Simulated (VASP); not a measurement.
# GaP (zincblende type) (F-43m) in VASP: notebook

Runs on GaP (zincblende type). Level: PBE. Tasks: single point.

Program: VASP 6.6.1. These are calculated values, not measurements. Logs are shortened: lines on timing, memory, paths and dates and some standing lists are left out, and cuts for length are marked.

**1. The cell of the first run**

Symmetry: F-43m, No. 216, cubic system. Conventional cell: a = 5.506 Å, b = 5.506 Å, c = 5.506 Å, α = 90.00°, β = 90.00°, γ = 90.00°. Within 3.1 Å of Ga (site symmetry -43m) lie 4 P at 2.38 Å. Within 3.1 Å of P (site symmetry -43m) lie 4 Ga at 2.38 Å.

**2. Single point, PBE**

The input, INCAR:

```
SYSTEM = GaP
ALGO = Normal
EDIFF = 1E-7
ENCUT = 520
GGA = PE
ISIF = 2
ISMEAR = -1
LASPH = .TRUE.
LCHARG = .FALSE.
LREAL = .FALSE.
LWAVE = .FALSE.
NBANDS = 16
NELM = 60
PREC = Accurate
SIGMA = 0.03
```

The input, KPOINTS:

```
k-points
0
G
  13 13 13
  0 0 0
```

The input, POSCAR:

```
GaP
1.0
    0.0000000000      2.7530092219      2.7530092219
    2.7530092219      0.0000000000      2.7530092219
    2.7530092219      2.7530092219      0.0000000000
Ga P
1 1
Direct
    0.0000000000      0.0000000000      0.0000000000
    0.2500000000      0.2500000000      0.2500000000
```

Potentials or basis: VASP PAW PBE potentials, release 64 (Ga_d, P).

On the command line:

```sh
$ cat potpaw_PBE.64/Ga_d/POTCAR potpaw_PBE.64/P/POTCAR > POTCAR
$ mpirun -np 1 vasp_std > vasp.out
```

OUTCAR:

```text
SYSTEM = GaP
   EDIFF = 1E-7
   ENCUT = 520
   GGA = PE
   ISIF = 2
   ISMEAR = -1
   LASPH = .TRUE.
   LREAL = .FALSE.
   NELM = 60
   PREC = Accurate

 ion  position               nearest neighbor table
   1  0.000  0.000  0.000-   2 2.38   2 2.38   2 2.38   2 2.38
   2  0.250  0.250  0.250-   1 2.38   1 2.38   1 2.38   1 2.38

  LATTYP: Found a face centered cubic cell.
 ALAT       =     5.5060184438

  Lattice vectors:

 A1 = (   0.0000000000,   2.7530092219,   2.7530092219)
 A2 = (   2.7530092219,   0.0000000000,   2.7530092219)
 A3 = (   2.7530092219,   2.7530092219,   0.0000000000)

Analysis of symmetry for initial positions (statically):
=====================================================================
 Subroutine PRICEL returns:
 Original cell was already a primitive cell.

 Routine SETGRP: Setting up the symmetry group for a
 face centered cubic supercell.

 Subroutine GETGRP returns: Found 24 space group operations
 (whereof 24 operations were pure point group operations)
 out of a pool of 48 trial point group operations.

The static configuration has the point symmetry T_d .

Analysis of symmetry for dynamics (positions and initial velocities):
=====================================================================
 Subroutine PRICEL returns:
 Original cell was already a primitive cell.

 Routine SETGRP: Setting up the symmetry group for a
 face centered cubic supercell.

 Subroutine GETGRP returns: Found 24 space group operations
 (whereof 24 operations were pure point group operations)
 out of a pool of 48 trial point group operations.

The dynamic configuration has the point symmetry T_d .

 Subroutine INISYM returns: Found 24 space group operations
 (whereof 24 operations are pure point group operations),
 and found     1 'primitive' translations

----------------------------------------------------------------------------------------

                                     Primitive cell

  volume of cell :      41.7304

  direct lattice vectors                    reciprocal lattice vectors
     0.000000000  2.753009222  2.753009222    -0.181619442  0.181619442  0.181619442
     2.753009222  0.000000000  2.753009222     0.181619442 -0.181619442  0.181619442
     2.753009222  2.753009222  0.000000000     0.181619442  0.181619442 -0.181619442

  length of vectors
     3.893342979  3.893342979  3.893342979     0.314574102  0.314574102  0.314574102

[... 67 lines left out ...]
   ions per type =               1   1
   NGX,Y,Z   is equivalent  to a cutoff of  12.81, 12.81, 12.81 a.u.
   NGXF,Y,Z  is equivalent  to a cutoff of  25.62, 25.62, 25.62 a.u.
 SYSTEM =  GaP
   PREC   = accura    normal or accurate (medium, high low for compatibility)
   ISTART =      0    job   : 0-new  1-cont  2-samecut
   ICHARG =      2    charge: 1-file 2-atom 10-const
   ISPIN  =      1    spin polarized calculation?
   LNONCOLLINEAR =      F non collinear calculations
   LSORBIT =      F    spin-orbit coupling
   LASPH  =      T    aspherical Exc in radial PAW
   ENCUT  =  520.0 eV  38.22 Ry    6.18 a.u.   7.24  7.24  7.24*2*pi/ulx,y,z
   NELM   =     60;   NELMIN=  2; NELMDL= -5     # of ELM steps
   EDIFF  = 0.1E-06   stopping-criterion for ELM
   LREAL  =      F    real-space projection
   EDIFFG = 0.1E-05   stopping-criterion for IOM
   NSW    =      0    number of steps for IOM
   IBRION =     -1    ionic relax: 0-MD 1-quasi-New 2-CG
   NFREE  =      0    steps in history (QN), initial steepest desc. (CG)
   ISIF   =      2    stress and relaxation
   ISYM   =      2    0-nonsym 1-usesym 2-fastsym
   POTIM  = 0.5000    time-step for ionic-motion
   TEBEG  =    0.0;   TEEND  =   0.0 temperature during run
   PSTRESS=    0.0 pullay stress
   NELECT =      18.0000    total number of electrons
   NUPDOWN=      -1.0000    fix difference up-down
   EMIN   =  10.00;   EMAX   =-10.00  energy-range for DOS
   EFERMI =   0.00;   METHOD = LEGACY
   ISMEAR =    -1;   SIGMA  =   0.03  broadening in eV -4-tet -1-fermi 0-gaus
   EFERMI_NEDOS =   21; number of points for ismear=-14 and -15
   IALGO  =     38    algorithm
   IMIX   =      4    mixing-type and parameters
     AMIX     =   0.40;   BMIX     =  1.00
     AMIX_MAG =   1.60;   BMIX_MAG =  1.00
  volume/ion in A,a.u.               =      20.87       140.81
  Fermi-wavevector in a.u.,A,eV,Ry     =   1.236938  2.337474 20.817133  1.530016
  Thomas-Fermi vector in A             =   2.371526
   LORBIT       =      0    0 simple, 1 ext, 2 COOP (PROOUT), +10 PAW based schemes
   GGA     = PE    functional components
[... 5 lines left out ...]
 non-spin polarized calculation
  energy-cutoff  :      520.00
  volume of cell :       41.73
 maximum number of plane-waves:      1139
 NGX is ok and might be reduce to    30
   NGX = 15   NGY = 15   NGZ = 15

 number of electron      18.0000003 magnetization

 Free energy of the ion-electron system (eV)
  ---------------------------------------------------
  ext. energy  EPLUGINS =         0.00000000
  ---------------------------------------------------
  free energy    TOTEN  =        -9.12802816 eV

  energy without entropy =       -9.12802816  energy(sigma->0) =       -9.12802816

 E-fermi :   4.9762     XC(G=0):  -9.6956

 val. band max:        4.3456057504   @ k =   0.0000   0.0000   0.0000
 cond. band min:       5.9218548569   @ k =   0.0000   0.0000   0.0000
 fundamental gap:      1.5762491065
 Fermi energy:         4.9762110812

 k-point     1 :       0.0000    0.0000    0.0000
  band No.  band energies     occupation
      1     -10.1558      2.00000
      2     -10.1558      2.00000
      3     -10.1558      2.00000
      4     -10.0650      2.00000
      5     -10.0650      2.00000
      6      -7.9214      2.00000
[... 433 lines left out ...]
      3     -10.1249      2.00000
      4     -10.0691      2.00000
      5     -10.0559      2.00000
      6      -5.9975      2.00000
[... 8 lines left out ...]
     15      16.0030      0.00000
     16      16.1092      0.00000

 [... further k-points ...]
[... 5 lines left out ...]
  --------------------------------------------------------------------------------------
  -------------------------------------------------------------------------------------
  Total        0.0009149      0.0009149      0.0009149      0.0000000      0.0000000     -0.0000000
  in kB        0.0351258      0.0351258      0.0351258      0.0000000      0.0000000     -0.0000000
  external PRESSURE =       0.0351258 kB  Pullay stress =       0.0000000 kB

 VOLUME and BASIS-vectors are now :
 -----------------------------------------------------------------------------
  energy-cutoff  :      520.00
  volume of cell :       41.73
      direct lattice vectors                 reciprocal lattice vectors
     0.000000000  2.753009222  2.753009222    -0.181619442  0.181619442  0.181619442
     2.753009222  0.000000000  2.753009222     0.181619442 -0.181619442  0.181619442
     2.753009222  2.753009222  0.000000000     0.181619442  0.181619442 -0.181619442

 POSITION                                       TOTAL-FORCE (eV/Angst)
 -----------------------------------------------------------------------------------
      0.00000      0.00000      0.00000        -0.000000     -0.000000      0.000000
      1.37650      1.37650      1.37650         0.000000      0.000000     -0.000000
 -----------------------------------------------------------------------------------
    total drift:                                0.000002      0.000002      0.000002

  FREE ENERGIE OF THE ION-ELECTRON SYSTEM (eV)
  ---------------------------------------------------
  free  energy   TOTEN  =        -9.1280281632 eV

  energy  without entropy=       -9.1280281632  energy(sigma->0) =       -9.12802816
```

Wall time 2 min (1 thread of AMD EPYC 7R13, shared host); peak memory 0.17 GiB.

Results:

- Free energy: -9.1280 eV
- Pressure: 0.0 GPa
- Band gap on the k mesh: 1.58 eV, direct

A k mesh can miss the band edges. Expect the measured gap to be larger: semilocal functionals such as PBE lack the derivative discontinuity.

**3. Single point, PBE**

The input, INCAR:

```
PREC = Accurate
ENCUT = 520
EDIFF = 1E-7
ISMEAR = -1
SIGMA = 0.03
LREAL = False
LASPH = True
NELM = 60
ALGO = Normal
ISIF = 2
LWAVE = False
LCHARG = False
GGA = PE
NBANDS = 16
```

The input, KPOINTS:

```
Automatic mesh
0
Gamma
  13 13 13
```

POSCAR is that of step 2.

Potentials or basis: VASP PAW PBE potentials, release 64 (Ga_d, P).

On the command line:

```sh
$ cat potpaw_PBE.64/Ga_d/POTCAR potpaw_PBE.64/P/POTCAR > POTCAR
$ mpirun -np 1 vasp_std > vasp.out
```

Run time: 97 s. Hardware: 1 thread of AMD EPYC 7R13, shared host; peak memory 0.17 GiB.

It converged, with:

| Item | Value |
| --- | --- |
| Free energy | -9.1280 eV |
| Pressure | 0.0 GPa |
| Band gap on the k mesh | 1.58 eV, direct |

Levels at points of the mesh, in eV from the valence-band top:
```
           k point  band 5  band 6  band 7  band 8  band 9  band 10  band 11  band 12  band 13  band 14
(0.00, 0.00, 0.00)  -14.41  -12.27    0.00    0.00    0.00     1.58     3.90     3.90     3.90     8.68
```

**4. Single point, PBE (volume scaled by 1.03)**

The input, INCAR:

```
SYSTEM = GaP
PREC = Accurate ; ENCUT = 520
EDIFF = 1E-6 ; ISMEAR = -1
SIGMA = 0.03 ; LREAL = .FALSE.
LASPH = .TRUE. ; NELM = 100
ALGO = Normal ; ISIF = 2
LWAVE = .FALSE. ; LCHARG = .FALSE.
GGA = PE ; NBANDS = 16
```

The input, KPOINTS:

```
Automatic mesh
0
G
  13 13 13
  0 0 0
```

The input, POSCAR:

```
GaP
1.0
    0.0000000000      2.7802685117      2.7802685117
    2.7802685117      0.0000000000      2.7802685117
    2.7802685117      2.7802685117      0.0000000000
Ga P
1 1
Direct
    0.0000000000      0.0000000000      0.0000000000
    0.2500000000      0.2500000000      0.2500000000
```

On the command line:

```sh
$ cat potpaw_PBE.64/Ga_d/POTCAR potpaw_PBE.64/P/POTCAR > POTCAR
$ mpirun -np 1 vasp_std > vasp.out
```

Wall time 91 s (1 thread of AMD EPYC 7R13, shared host); peak memory 0.17 GiB.

Results (log left out):

- Free energy: -9.1196 eV
- Pressure: -2.2 GPa
- Band gap on the k mesh: 1.34 eV, direct

Levels at points of the mesh, in eV from the valence-band top:
| k point | band 6 | band 7 | band 8 | band 9 | band 10 | band 11 | band 12 | band 13 |
| --- | --- | --- | --- | --- | --- | --- | --- | --- |
| (0.00, 0.00, 0.00) | -12.06 | 0.00 | 0.00 | 0.00 | 1.34 | 3.90 | 3.90 | 3.90 |
